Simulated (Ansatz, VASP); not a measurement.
**One calculation of Al, two programs**

```xyz
1
Lattice="-1.6667 1.6667 1.6064 1.6667 -1.6667 1.6064 1.5462 1.5462 -1.6064" Properties=species:S:1:pos:R:3 pbc="T T T"
Al    0.0000    0.0000    0.0000
```

Change from the starting cell: strain -0.0750 x Voigt [0, 0, 0, 0, 0, 1], atoms carried along.

Alike in both runs: task single point; functional PBEsol; k mesh 26 × 26 × 26; occupations gaussian, width 0.15 eV; no spin polarisation.

```csv
,VASP,Ansatz
version,VASP 6.6.1,Ansatz 0.2.0
potentials or method,"VASP PAW PBE potentials, release 64 (Al), cutoff 520 eV","scalar-relativistic, plane waves, PAW"
valence electrons in the cell,3,3
```

```csv
,VASP,Ansatz,Ansatz less VASP
gap on the k mesh at the Fermi level (eV),none,none,-
pressure (GPa),0.6,0.5,-0.06
"traceless stress, the component that is largest in VASP (GPa)",3.39,3.36,-0.025
```

VASP's potentials were made for PBE, not for PBEsol. A gap of «none» marks a metal or a gap that the smearing closes. The functional is the same, so the differences come from potentials, cutoffs and numerics.
